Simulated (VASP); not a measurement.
# Zr (Im-3m) in VASP: notebook, part 2 of 2

VASP 6.6.1. The steps go on from the part before.

## Step 4: Electric field gradients, r2SCAN

The input, POSCAR:

```
Zr
1.0
   -1.8100000000      1.8100000000      1.8100000000
    1.8100000000     -1.8100000000      1.8100000000
    1.8100000000      1.8100000000     -1.8100000000
Zr
1
Direct
    0.0000000000      0.0000000000      0.0000000000
```

The input, INCAR.step1:

```
SYSTEM = Zr
PREC     = Accurate       ! precision mode
ENCUT    = 520            ! plane-wave cutoff, eV
ISMEAR   = -1             ! smearing method
SIGMA    = 0.03           ! smearing width, eV
LREAL    = .FALSE.        ! projectors in reciprocal space
LASPH    = .TRUE.         ! aspherical terms in the spheres
NELM     = 80             ! most SCF steps
NBANDS   = 12             ! bands
GGA      = PE             ! functional
ALGO     = Normal         ! electronic algorithm
EDIFF    = 1E-4           ! SCF threshold, eV
LWAVE    = .TRUE.         ! write WAVECAR
LCHARG   = .FALSE.        ! write CHGCAR
```

The input, INCAR.step2:

```
SYSTEM = Zr
PREC     = Accurate       ! precision mode
ENCUT    = 520            ! plane-wave cutoff, eV
EDIFF    = 1E-8           ! SCF threshold, eV
ISMEAR   = -1             ! smearing method
SIGMA    = 0.03           ! smearing width, eV
LREAL    = .FALSE.        ! projectors in reciprocal space
LASPH    = .TRUE.         ! aspherical terms in the spheres
NELM     = 80             ! most SCF steps
ALGO     = Normal         ! electronic algorithm
ISIF     = 2              ! what is computed and relaxed
LWAVE    = .FALSE.        ! write WAVECAR
LCHARG   = .FALSE.        ! write CHGCAR
METAGGA  = R2SCAN         ! meta-GGA
LMIXTAU  = .TRUE.       
LEFG     = .TRUE.       
NBANDS   = 12             ! bands
ISTART   = 1
```

The input, KPOINTS:

```
regular mesh
0
G
  16 16 16
  0 0 0
```

Potentials or basis: VASP PAW PBE potentials, release 64 (Zr_sv).

Command:

```
$ cat potpaw_PBE.64/Zr_sv/POTCAR > POTCAR
$ cp INCAR.step1 INCAR
$ mpirun -np 1 vasp_std > vasp.out
$ cp INCAR.step2 INCAR
$ mpirun -np 1 vasp_std > vasp.out
```

OUTCAR:

```text
SYSTEM = Zr
   PREC = Accurate
   ENCUT = 520
   EDIFF = 1E-8
   ISMEAR = -1
   LREAL = .FALSE.
   LASPH = .TRUE.
   NELM = 80
   ISIF = 2
   METAGGA = R2SCAN
   ISTART = 1

 ion  position               nearest neighbor table
   1  0.000  0.000  0.000-

  LATTYP: Found a body centered cubic cell.
 ALAT       =     3.6200000000

  Lattice vectors:

 A1 = (  -1.8100000000,   1.8100000000,   1.8100000000)
 A2 = (   1.8100000000,  -1.8100000000,   1.8100000000)
 A3 = (   1.8100000000,   1.8100000000,  -1.8100000000)

Analysis of symmetry for initial positions (statically):
=====================================================================
 Subroutine PRICEL returns:
 Original cell was already a primitive cell.

 Routine SETGRP: Setting up the symmetry group for a
 body centered cubic supercell.

 Subroutine GETGRP returns: Found 48 space group operations
 (whereof 48 operations were pure point group operations)
 out of a pool of 48 trial point group operations.

The static configuration has the point symmetry O_h .

Analysis of symmetry for dynamics (positions and initial velocities):
=====================================================================
 Subroutine PRICEL returns:
 Original cell was already a primitive cell.

 Routine SETGRP: Setting up the symmetry group for a
 body centered cubic supercell.

 Subroutine GETGRP returns: Found 48 space group operations
 (whereof 48 operations were pure point group operations)
 out of a pool of 48 trial point group operations.

The dynamic configuration has the point symmetry O_h .

 Subroutine INISYM returns: Found 48 space group operations
 (whereof 48 operations are pure point group operations),
 and found     1 'primitive' translations
[... 492 lines left out ...]
 k-point    24 :       0.2500    0.1875   -0.0000
  band No.  band energies     occupation
      1     -41.5850      2.00000
      2     -19.2909      2.00000
      3     -18.8479      2.00000
      4     -18.6245      2.00000
      5       6.1857      2.00000
      6       8.0347      2.00000
      7       8.5707      0.50562
      8      11.7965      0.00000
      9      12.9870      0.00000
     10      14.3210      0.00000
     11      20.0039      0.00000
     12      21.5252      0.00000

 [... further k-points ...]

------------------------ aborting loop because EDIFF is reached ----------------------------------------

  FORCE on cell =-STRESS in cart. coord.  units (eV):
  Direction    XX          YY          ZZ          XY          YZ          ZX
  --------------------------------------------------------------------------------------
  -------------------------------------------------------------------------------------
  Total       -0.3966533     -0.3966533     -0.3966533     -0.0000000     -0.0000000      0.0000000
  in kB      -26.7932848    -26.7932848    -26.7932848     -0.0000000     -0.0000000      0.0000000
  external PRESSURE =     -26.7932848 kB  Pullay stress =       0.0000000 kB

 VOLUME and BASIS-vectors are now :
 -----------------------------------------------------------------------------
  energy-cutoff  :      520.00
  volume of cell :       23.72
      direct lattice vectors                 reciprocal lattice vectors
    -1.810000000  1.810000000  1.810000000     0.000000000  0.276243094  0.276243094
     1.810000000 -1.810000000  1.810000000     0.276243094  0.000000000  0.276243094
     1.810000000  1.810000000 -1.810000000     0.276243094  0.276243094  0.000000000

 POSITION                                       TOTAL-FORCE (eV/Angst)
 -----------------------------------------------------------------------------------
      0.00000      0.00000      0.00000         0.000000     -0.000000     -0.000000
 -----------------------------------------------------------------------------------
    total drift:                                0.000000      0.000000      0.000000

  FREE ENERGIE OF THE ION-ELECTRON SYSTEM (eV)
  ---------------------------------------------------
  free  energy   TOTEN  =       -22.6276230567 eV

  energy  without entropy=      -22.6227423783  energy(sigma->0) =      -22.62518272

 Electric field gradients (V/A^2)
---------------------------------------------------------------------
 ion       V_xx      V_yy      V_zz      V_xy      V_xz      V_yz
---------------------------------------------------------------------
   1      -0.000    -0.000    -0.000    -0.000    -0.000    -0.000
---------------------------------------------------------------------

 Electric field gradients after diagonalization (V/A^2)
 (convention: |V_zz| > |V_xx| > |V_yy|)
----------------------------------------------------------------------
 ion       V_xx      V_yy      V_zz     asymmetry (V_yy - V_xx)/ V_zz
----------------------------------------------------------------------
   1       0.000     0.000    -0.000       0.000
----------------------------------------------------------------------

           NMR quadrupolar parameters

 Cq : quadrupolar parameter    Cq=e*Q*V_zz/h
 eta: asymmetry parameters     (V_yy - V_xx)/ V_zz
 Q  : nuclear electric quadrupole moment in mb (millibarn)
----------------------------------------------------------------------
 ion       Cq(MHz)       eta       Q (mb)
----------------------------------------------------------------------
   1      -0.000       0.000       1.000
----------------------------------------------------------------------
```

OSZICAR.step1:

```text
N       E                     dE             d eps       ncg     rms          rms(c)
DAV:   1     0.862107042569E+02    0.86211E+02   -0.68757E+03  3504   0.986E+02
DAV:   2    -0.575861615016E+01   -0.91969E+02   -0.89406E+02  4016   0.270E+02
DAV:   3    -0.870454748464E+01   -0.29459E+01   -0.29060E+01  5256   0.407E+01
DAV:   4    -0.877529053649E+01   -0.70743E-01   -0.70720E-01  4000   0.588E+00
DAV:   5    -0.877666695791E+01   -0.13764E-02   -0.13764E-02  5016   0.634E-01    0.978E+00
DAV:   6    -0.848064336508E+01    0.29602E+00   -0.38581E-01  3772   0.570E+00    0.382E+00
DAV:   7    -0.842693057754E+01    0.53713E-01   -0.19444E-01  4216   0.384E+00    0.667E-01
DAV:   8    -0.842978428764E+01   -0.28537E-02   -0.11410E-02  4132   0.121E+00    0.126E-01
DAV:   9    -0.842980183048E+01   -0.17543E-04   -0.53054E-04  4652   0.206E-01
   1 F= -.84298018E+01 E0= -.84266533E+01  d E =-.629701E-02
```

Wall time 2.6 min (1 thread of Intel Xeon 8259CL, shared host); peak memory 0.17 GiB.

Results:

```yaml
Free_energy: -22.6276 eV
Pressure: -2.7 GPa
Band_gap_on_the_k_mesh: zero (bands 6 and 7 overlap by 2.03 eV)
Largest_electric_field_gradient_by_atom: zero within the noise of the run
```

Caveat: the PAW data sets were made with another functional, which shifts forces and pressure a little.

## Step 5: Electric field gradients, PBE (22.53 Å³/atom)

This run uses another cell than the first one, of 22.53 Å³/atom.

The input, INCAR:

```
PREC     = Accurate       # precision mode
ENCUT    = 520            # plane-wave cutoff, eV
EDIFF    = 1E-8           # SCF threshold, eV
ISMEAR   = -1             # smearing method
SIGMA    = 0.03           # smearing width, eV
LREAL    = F              # projectors in reciprocal space
LASPH    = T              # aspherical terms in the spheres
NELM     = 60             # most SCF steps
ALGO     = Normal         # electronic algorithm
ISIF     = 2              # what is computed and relaxed
LWAVE    = F              # write WAVECAR
LCHARG   = F              # write CHGCAR
GGA      = PE             # functional
LEFG     = T            
NBANDS   = 12             # bands
```

The input, KPOINTS:

```
regular mesh
0
Gamma
  16 16 16
```

The input, POSCAR:

```
Zr
1.0
   -1.7793161062      1.7793161062      1.7793161062
    1.7793161062     -1.7793161062      1.7793161062
    1.7793161062      1.7793161062     -1.7793161062
Zr
1
Direct
    0.0000000000      0.0000000000      0.0000000000
```

Potentials or basis: VASP PAW PBE potentials, release 64 (Zr_sv).

Command:

```
$ cat potpaw_PBE.64/Zr_sv/POTCAR > POTCAR
$ mpirun -np 1 vasp_std > vasp.out
```

OUTCAR:

```text
PREC = Accurate
   ENCUT = 520
   EDIFF = 1E-8
   ISMEAR = -1
   LREAL = F
   LASPH = T
   NELM = 60
   ISIF = 2
   GGA = PE

 ion  position               nearest neighbor table
   1  0.000  0.000  0.000-

  LATTYP: Found a body centered cubic cell.
 ALAT       =     3.5586322124

  Lattice vectors:

 A1 = (  -1.7793161062,   1.7793161062,   1.7793161062)
 A2 = (   1.7793161062,  -1.7793161062,   1.7793161062)
[... 565 lines left out ...]
    total drift:                                0.000000      0.000000      0.000000

  FREE ENERGIE OF THE ION-ELECTRON SYSTEM (eV)
  ---------------------------------------------------
  free  energy   TOTEN  =        -8.4369904266 eV

  energy  without entropy=       -8.4311111010  energy(sigma->0) =       -8.43405076

 Electric field gradients (V/A^2)
---------------------------------------------------------------------
 ion       V_xx      V_yy      V_zz      V_xy      V_xz      V_yz
---------------------------------------------------------------------
   1      -0.000    -0.000    -0.000    -0.000    -0.000    -0.000
---------------------------------------------------------------------

 Electric field gradients after diagonalization (V/A^2)
 (convention: |V_zz| > |V_xx| > |V_yy|)
----------------------------------------------------------------------
 ion       V_xx      V_yy      V_zz     asymmetry (V_yy - V_xx)/ V_zz
----------------------------------------------------------------------
   1       0.000     0.000    -0.000       0.000
----------------------------------------------------------------------

           NMR quadrupolar parameters

 Cq : quadrupolar parameter    Cq=e*Q*V_zz/h
 eta: asymmetry parameters     (V_yy - V_xx)/ V_zz
 Q  : nuclear electric quadrupole moment in mb (millibarn)
----------------------------------------------------------------------
 ion       Cq(MHz)       eta       Q (mb)
----------------------------------------------------------------------
   1      -0.000       0.000       1.000
----------------------------------------------------------------------
```

OSZICAR:

```text
N       E                     dE             d eps       ncg     rms          rms(c)
DAV:   1     0.876728919165E+02    0.87673E+02   -0.69019E+03  3504   0.100E+03
DAV:   2    -0.568149144333E+01   -0.93354E+02   -0.90619E+02  4048   0.272E+02
DAV:   3    -0.868500140615E+01   -0.30035E+01   -0.29564E+01  5112   0.415E+01
DAV:   4    -0.874671444398E+01   -0.61713E-01   -0.61663E-01  4092   0.578E+00
DAV:   5    -0.874824227730E+01   -0.15278E-02   -0.15278E-02  4904   0.629E-01    0.108E+01
DAV:   6    -0.848035573684E+01    0.26789E+00   -0.35733E-01  3764   0.555E+00    0.438E+00
DAV:   7    -0.843388052115E+01    0.46475E-01   -0.18458E-01  4324   0.378E+00    0.670E-01
DAV:   8    -0.843699732391E+01   -0.31168E-02   -0.11075E-02  4072   0.121E+00    0.887E-02
DAV:   9    -0.843699884156E+01   -0.15177E-05   -0.39919E-04  4508   0.169E-01    0.249E-02
DAV:  10    -0.843699437981E+01    0.44617E-05   -0.16141E-05  4084   0.416E-02    0.666E-03
DAV:  11    -0.843699058388E+01    0.37959E-05   -0.17478E-06  5028   0.119E-02    0.239E-03
DAV:  12    -0.843699042157E+01    0.16231E-06   -0.25171E-08  4140   0.164E-03    0.872E-04
DAV:  13    -0.843699042661E+01   -0.50456E-08   -0.40880E-09  2284   0.881E-04
   1 F= -.84369904E+01 E0= -.84340508E+01  d E =-.587933E-02
```

stdout:

```text
POSCAR found type information on POSCAR Zr
 POSCAR found :  1 types and       1 ions
 scaLAPACK will be used
 LDA part: xc-table for (Slater+PW92), standard interpolation
 POSCAR, INCAR and KPOINTS ok, starting setup
 FFT: planning ... GRIDC
 FFT: planning ... GRID_SOFT
 FFT: planning ... GRID
 WAVECAR not read
 entering main loop
ion   1
```

Run time: 18 s. Hardware: 1 thread of Intel Xeon Platinum 8375C at 2.90GHz (Ice Lake), shared host; peak memory 0.16 GiB.

Results:

- Free energy: -8.4370 eV
- Pressure: 1.2 GPa
- Band gap on the k mesh: zero (bands 6 and 7 overlap by 1.90 eV)
- Largest electric field gradient by atom: zero within the noise of the run

## Step 6: The runs side by side

```tsv
level	potentials or basis	cell	gap on the mesh (eV)	pressure (GPa)
LDA	VASP PAW LDA potentials, release 64 (Zr_sv)	a = 3.135 Å, angles 109.5°, 1 atom	none	-9.5
PBEsol	VASP PAW PBE potentials, release 64 (Zr_sv)	a = 3.135 Å, angles 109.5°, 1 atom	none	-6.7
r2SCAN	VASP PAW PBE potentials, release 64 (Zr_sv)	a = 3.135 Å, angles 109.5°, 1 atom	none	-2.7
PBE	VASP PAW PBE potentials, release 64 (Zr_sv)	a = 3.082 Å, angles 109.5°, 1 atom	none	1.2
```

Alike in all rows: task electric field gradients; no spin polarisation; k mesh 16 × 16 × 16; cutoff (eV) 520; smearing fermi-dirac 0.03 eV.

Caveats: the cell stands under tension (at least some runs); the PAW data sets were made with another functional, which shifts forces and pressure a little (at least some runs).

Absolute energies hang on the potentials; compare differences alone.
